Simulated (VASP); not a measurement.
# TaN (R3m) in VASP: single point with PBEsol

Aim: the single point of TaN with PBEsol.

Program: VASP 6.6.1. These are calculated values, not measurements. Logs are shortened: lines on timing, memory, paths and dates and some standing lists are left out, and cuts for length are marked.

### 1 The cell of the first run

The structure is trigonal, space group R3m (No. 160). The conventional cell has a = 3.122 Å, b = 3.122 Å, c = 36.315 Å, α = 90.00°, β = 90.00°, γ = 120.00°. Ta (site symmetry 3m) has 6 N at 2.09 to 2.67 Å within 2.8 Å. Within 2.6 Å of Ta (site symmetry 3m) lie 4 N at 1.97 to 2.09 Å. Ta (site symmetry 3m) has 4 N at 1.97 to 2.09 Å within 2.6 Å. Within 2.6 Å of Ta (site symmetry 3m) lie 4 N at 1.97 to 2.09 Å. Within 2.8 Å of N (site symmetry 3m) lie 6 Ta at 2.09 to 2.67 Å. Within 2.6 Å of N (site symmetry 3m) lie 4 Ta at 1.97 to 2.09 Å. Within 2.6 Å of N (site symmetry 3m) lie 4 Ta at 1.97 to 2.09 Å. Within 2.6 Å of N (site symmetry 3m) lie 4 Ta at 1.97 to 2.09 Å.

### 2 Single point, PBEsol (the part above a cut slid along it)

INCAR

```
  ALGO = Fast
  EDIFF = 1E-6
  ENCUT = 520
  GGA = PS
  ISIF = 2
  ISMEAR = 0
  ISYM = 0
  LASPH = True
  LCHARG = False
  LREAL = False
  LWAVE = False
  NBANDS = 42
  NELM = 100
  PREC = Accurate
  SIGMA = 0.15
```

KPOINTS

```
k-points
0
Gamma
  14 14 4
```

POSCAR

```
TaN
1.0
   -3.1222862254      0.0000000000      0.0000000000
   -1.5611431127     -2.7039791891      0.0000000000
   -1.5611431127     -0.9013263964     12.1049231048
Ta N
4 4
Direct
    0.0270684736      0.0270684736      0.9187945792
    0.1937351403      0.1937351403      0.4187945792
    0.6104018069      0.6104018069      0.1687945792
    0.4437351403      0.4437351403      0.6687945792
    0.3062648597      0.3062648597      0.0812054208
    0.1395981931      0.1395981931      0.5812054208
    0.5562648597      0.5562648597      0.3312054208
    0.3895981931      0.3895981931      0.8312054208
```

Potentials or basis: VASP PAW PBE potentials, release 64 (Ta_pv, N).

Launch:

```console
> cat potpaw_PBE.64/Ta_pv/POTCAR potpaw_PBE.64/N/POTCAR > POTCAR
> mpirun -np 1 vasp_std > vasp.out
```

OUTCAR:

```text
EDIFF = 1E-6
   ENCUT = 520
   GGA = PS
   ISIF = 2
   ISMEAR = 0
   ISYM = 0
   LASPH = True
   LREAL = False
   NELM = 100
   PREC = Accurate

 ion  position               nearest neighbor table
   1  0.027  0.027  0.919-   8 2.09   8 2.09   8 2.09   5 2.67   5 2.67   5 2.67   3 3.52   4 3.52
                             3 3.52   4 3.52   4 3.52   3 3.52
   2  0.194  0.194  0.419-   6 1.97   7 2.09   7 2.09   7 2.09   3 3.52   4 3.52   4 3.52   4 3.52
                             3 3.52   3 3.52
   3  0.610  0.610  0.169-   7 1.97   5 2.09   5 2.09   5 2.09   2 3.52   1 3.52   1 3.52   2 3.52
                             1 3.52   2 3.52
   4  0.444  0.444  0.669-   8 1.97   6 2.09   6 2.09   6 2.09   1 3.52   1 3.52   2 3.52   2 3.52
                             2 3.52   1 3.52
   5  0.306  0.306  0.081-   3 2.09   3 2.09   3 2.09   1 2.67   1 2.67   1 2.67
   6  0.140  0.140  0.581-   2 1.97   4 2.09   4 2.09   4 2.09
   7  0.556  0.556  0.331-   3 1.97   2 2.09   2 2.09   2 2.09
   8  0.390  0.390  0.831-   4 1.97   1 2.09   1 2.09   1 2.09

IMPORTANT INFORMATION: All symmetrisations will be switched off!
NOSYMM: (Re-)initialisation of all symmetry stuff for point group C_1.

----------------------------------------------------------------------------------------

                                     Primitive cell

  volume of cell :     102.1970

  direct lattice vectors                    reciprocal lattice vectors
    -3.122286225  0.000000000  0.000000000    -0.320278132  0.184912666 -0.027537005
    -1.561143113 -2.703979189  0.000000000     0.000000000 -0.369825332 -0.027537005
    -1.561143113 -0.901326396 12.104923105     0.000000000  0.000000000  0.082611016

  length of vectors
     3.122286225  3.122286225 12.238411681     0.370849110  0.370849110  0.082611016

  position of ions in fractional coordinates (direct lattice)
     0.027068474  0.027068474  0.918794579
     0.193735140  0.193735140  0.418794579
     0.610401807  0.610401807  0.168794579
     0.443735140  0.443735140  0.668794579
     0.306264860  0.306264860  0.081205421
     0.139598193  0.139598193  0.581205421
     0.556264860  0.556264860  0.331205421
     0.389598193  0.389598193  0.831205421

  ion indices of the primitive-cell ions
   primitive index   ion index
                 1           1
                 2           2
                 3           3
                 4           4
                 5           5
                 6           6
                 7           7
                 8           8

----------------------------------------------------------------------------------------

 KPOINTS: k-points

Automatic generation of k-mesh.
 Grid dimensions read from file:
 generate k-points for:   14   14    4

 Generating k-lattice:

  Cartesian coordinates                     Fractional coordinates (reciprocal lattice)
    -0.022877009  0.013208048 -0.001966929     0.071428571  0.000000000  0.000000000
     0.000000000 -0.026416095 -0.001966929     0.000000000  0.071428571  0.000000000
     0.000000000  0.000000000  0.020652754     0.000000000  0.000000000  0.250000000

  Length of vectors
     0.026489222  0.026489222  0.020652754

  Shift w.r.t. Gamma in fractional coordinates (k-lattice)
     0.000000000  0.000000000  0.000000000

 -----------------------------------------------------------------------------
|                                                                             |
|           W    W    AA    RRRRR   N    N  II  N    N   GGGG   !!!           |
|           W    W   A  A   R    R  NN   N  II  NN   N  G    G  !!!           |
|           W    W  A    A  R    R  N N  N  II  N N  N  G       !!!           |
|           W WW W  AAAAAA  RRRRR   N  N N  II  N  N N  G  GGG   !            |
|           WW  WW  A    A  R   R   N   NN  II  N   NN  G    G                |
|           W    W  A    A  R    R  N    N  II  N    N   GGGG   !!!           |
|                                                                             |
|     Your reciprocal lattice and k-lattice belong to different lattice       |
|     classes:                                                                |
|                                                                             |
|        The reciprocal lattice is rhombohedral (trigonal),                   |
|        whereas your k-lattice is base-centered monoclinic.                  |
|                                                                             |
|     Results are often still useful ...                                      |
|                                                                             |
 -----------------------------------------------------------------------------

 WARNING: IBZKPT: internal override: KBLOWUP is changed to .FALSE.
      ... skipping the blow-up phase ...

 Subroutine IBZKPT returns following result:
 ===========================================

 Found    396 irreducible k-points:

 Following reciprocal coordinates:
            Coordinates               Weight
  0.000000  0.000000  0.000000      1.000000
  0.071429  0.000000  0.000000      2.000000
  0.142857  0.000000  0.000000      2.000000
  0.214286  0.000000  0.000000      2.000000
  0.285714  0.000000 -0.000000      2.000000
  0.357143  0.000000 -0.000000      2.000000
[... 16 lines left out ...]
  0.000000  0.142857 -0.000000      2.000000
  0.071429  0.142857 -0.000000      2.000000
 [... further k-points ...]
   k-points           NKPTS =    396   k-points in BZ     NKDIM =    396   number of bands    NBANDS=     42
   number of dos      NEDOS =    301   number of ions     NIONS =      8
   total plane-waves  NPLWV =  55296
   dimension x,y,z NGX =    24 NGY =   24 NGZ =   96
   dimension x,y,z NGXF=    48 NGYF=   48 NGZF=  192
   ions per type =               4   4
   NGX,Y,Z   is equivalent  to a cutoff of  12.78, 12.78, 13.04 a.u.
   NGXF,Y,Z  is equivalent  to a cutoff of  25.56, 25.56, 26.08 a.u.
 SYSTEM =  unknown system
   PREC   = accura    normal or accurate (medium, high low for compatibility)
   ISTART =      0    job   : 0-new  1-cont  2-samecut
   ICHARG =      2    charge: 1-file 2-atom 10-const
   ISPIN  =      1    spin polarized calculation?
   LNONCOLLINEAR =      F non collinear calculations
   LSORBIT =      F    spin-orbit coupling
   LASPH  =      T    aspherical Exc in radial PAW
   ENCUT  =  520.0 eV  38.22 Ry    6.18 a.u.   5.81  5.81 22.76*2*pi/ulx,y,z
   NELM   =    100;   NELMIN=  2; NELMDL= -5     # of ELM steps
   EDIFF  = 0.1E-05   stopping-criterion for ELM
   LREAL  =      F    real-space projection
   EDIFFG = 0.1E-04   stopping-criterion for IOM
   NSW    =      0    number of steps for IOM
   IBRION =     -1    ionic relax: 0-MD 1-quasi-New 2-CG
   NFREE  =      0    steps in history (QN), initial steepest desc. (CG)
   ISIF   =      2    stress and relaxation
   ISYM   =      0    0-nonsym 1-usesym 2-fastsym
   POTIM  = 0.5000    time-step for ionic-motion
   TEBEG  =    0.0;   TEEND  =   0.0 temperature during run
   PSTRESS=    0.0 pullay stress
   NELECT =      64.0000    total number of electrons
   NUPDOWN=      -1.0000    fix difference up-down
   EMIN   =  10.00;   EMAX   =-10.00  energy-range for DOS
   EFERMI =   0.00;   METHOD = LEGACY
   ISMEAR =     0;   SIGMA  =   0.15  broadening in eV -4-tet -1-fermi 0-gaus
   EFERMI_NEDOS =   21; number of points for ismear=-14 and -15
   IALGO  =     68    algorithm
   IMIX   =      4    mixing-type and parameters
     AMIX     =   0.40;   BMIX     =  1.00
     AMIX_MAG =   1.60;   BMIX_MAG =  1.00
  volume/ion in A,a.u.               =      12.77        86.21
  Fermi-wavevector in a.u.,A,eV,Ry     =   1.400626  2.646799 26.691265  1.961753
  Thomas-Fermi vector in A             =   2.523568
   LORBIT       =      0    0 simple, 1 ext, 2 COOP (PROOUT), +10 PAW based schemes
   GGA     = PS    functional components
   LHFCALC =     F    Hartree Fock is set to
   AEXX    =    0.0000 exact exchange contribution
   IVDW    =     0    specifies the selected vdW correction
   LEPSILON=     F    determine dielectric tensor
   LRPA    =     F    only Hartree local field effects (RPA)
 non-spin polarized calculation
 RMM-DIIS sequential band-by-band and
 Gauss-broadening in eV      SIGMA  =   0.15
  energy-cutoff  :      520.00
  volume of cell :      102.20
 maximum number of plane-waves:      2775
   NGX = 11   NGY = 11   NGZ = 45

 number of electron      64.0000003 magnetization

 Free energy of the ion-electron system (eV)
  ---------------------------------------------------
  ext. energy  EPLUGINS =         0.00000000
  ---------------------------------------------------
  free energy    TOTEN  =       -90.70744530 eV

  energy without entropy =      -90.67524680  energy(sigma->0) =      -90.69134605

 E-fermi :   6.6595     XC(G=0): -12.4371

 val. band max:        6.6593106310   @ k =   0.5000   0.5000   0.5000
 cond. band min:       6.6893826149   @ k =   0.0714   0.0714   0.2500
 fundamental gap:      0.0300719839
 Fermi energy:         6.6594938051

 k-point     1 :       0.0000    0.0000    0.0000
  band No.  band energies     occupation
      1     -29.4471      2.00000
      2     -28.9670      2.00000
      3     -28.9669      2.00000
      4     -28.8403      2.00000
      5     -28.6858      2.00000
      6     -28.5144      2.00000
[... 34 lines left out ...]
     41       9.0889      0.00000
     42       9.6979      0.00000

 k-point     2 :       0.0714    0.0000    0.0000
  band No.  band energies     occupation
      1     -29.4417      2.00000
      2     -28.9976      2.00000
      3     -28.9736      2.00000
      4     -28.8339      2.00000
      5     -28.6808      2.00000
      6     -28.5125      2.00000
[... 34 lines left out ...]
     41       9.0678      0.00000
     42       9.8437      0.00000

 k-point     3 :       0.1429    0.0000    0.0000
  band No.  band energies     occupation
      1     -29.4267      2.00000
      2     -29.0817      2.00000
      3     -28.9922      2.00000
      4     -28.8166      2.00000
      5     -28.6680      2.00000
      6     -28.5081      2.00000
[... 34 lines left out ...]
     41       9.1237      0.00000
     42      10.1853      0.00000

 k-point     4 :       0.2143    0.0000    0.0000
  band No.  band energies     occupation
      1     -29.4060      2.00000
      2     -29.1991      2.00000
      3     -29.0189      2.00000
      4     -28.7930      2.00000
      5     -28.6540      2.00000
      6     -28.5348      2.00000
[... 844 lines left out ...]
     41       9.0955      0.00000
     42      10.0385      0.00000

 k-point    23 :       0.0000    0.1429   -0.0000
  band No.  band energies     occupation
      1     -29.4267      2.00000
      2     -29.0817      2.00000
      3     -28.9922      2.00000
      4     -28.8166      2.00000
      5     -28.6680      2.00000
      6     -28.5081      2.00000
[... 34 lines left out ...]
     41       9.1241      0.00000
     42      10.1325      0.00000

 k-point    24 :       0.0714    0.1429   -0.0000
  band No.  band energies     occupation
      1     -29.4315      2.00000
      2     -29.0538      2.00000
      3     -28.9874      2.00000
      4     -28.8222      2.00000
      5     -28.6717      2.00000
      6     -28.5094      2.00000
[... 34 lines left out ...]
     41       9.0999      0.00000
     42      10.0744      0.00000

 [... further k-points ...]

------------------------ aborting loop because EDIFF is reached ----------------------------------------

  FORCE on cell =-STRESS in cart. coord.  units (eV):
  Direction    XX          YY          ZZ          XY          YZ          ZX
  --------------------------------------------------------------------------------------
  -------------------------------------------------------------------------------------
  Total       -2.4080997     -2.4080772     -4.4678762      0.0000191     -0.0002582     -0.0004416
  in kB      -37.7526075    -37.7522547    -70.0444319      0.0002992     -0.0040479     -0.0069229
  external PRESSURE =     -48.5164314 kB  Pullay stress =       0.0000000 kB

 VOLUME and BASIS-vectors are now :
 -----------------------------------------------------------------------------
  energy-cutoff  :      520.00
  volume of cell :      102.20
      direct lattice vectors                 reciprocal lattice vectors
    -3.122286225  0.000000000  0.000000000    -0.320278132  0.184912666 -0.027537005
    -1.561143113 -2.703979189  0.000000000     0.000000000 -0.369825332 -0.027537005
    -1.561143113 -0.901326396 12.104923105     0.000000000  0.000000000  0.082611016

 POSITION                                       TOTAL-FORCE (eV/Angst)
 -----------------------------------------------------------------------------------
     -1.56114     -0.90133     11.12194        -0.000082     -0.000050      2.055481
     -1.56114     -0.90133      5.06948        -0.000042     -0.000027     -0.200860
     -3.12229     -1.80265      2.04325         0.000180      0.000105      0.390208
     -3.12229     -1.80265      8.09571         0.000045      0.000028      0.153478
     -1.56114     -0.90133      0.98299        -0.000037     -0.000016     -3.363103
     -1.56114     -0.90133      7.03545         0.000033      0.000015     -0.122429
     -3.12229     -1.80265      4.00922        -0.000047     -0.000024      0.337699
     -3.12229     -1.80265     10.06168        -0.000049     -0.000030      0.749526
 -----------------------------------------------------------------------------------
    total drift:                               -0.000152     -0.000089      0.000677

  FREE ENERGIE OF THE ION-ELECTRON SYSTEM (eV)
  ---------------------------------------------------
  free  energy   TOTEN  =       -90.7074453039 eV

  energy  without entropy=      -90.6752467957  energy(sigma->0) =      -90.69134605
```

Run time: 46 min. Hardware: 1 thread of Oxide Virtual Turin-like, shared host; peak memory 1.1 GiB.

Results:

```
Free energy            : -90.7074 eV
Pressure               : -4.9 GPa
Largest force          : 3.363 eV/Å
Band gap on the k mesh : zero (bands 32 and 33 overlap by 0.31 eV)
```

Forces in eV/Å, atoms in the order of the input:
```
Ta   0.000  0.000  2.055
Ta   0.000  0.000 -0.201
Ta   0.000  0.000  0.390
Ta   0.000  0.000  0.153
N    0.000  0.000 -3.363
N    0.000  0.000 -0.122
N    0.000  0.000  0.338
N    0.000  0.000  0.750
```

Stress tensor (GPa, compression positive):
```
-3.78  0.00  0.00
 0.00 -3.78  0.00
 0.00  0.00 -7.00
```

Caveat: the cell differs from its parent crystal (the part above a cut slid along it); the cell stands under tension; the PAW data sets were made with another functional, which shifts forces and pressure a little; spin-orbit coupling is left out, which moves the levels of the heavy elements.

The gap in the log of VASP goes by the Fermi energy; the results here count the filled bands.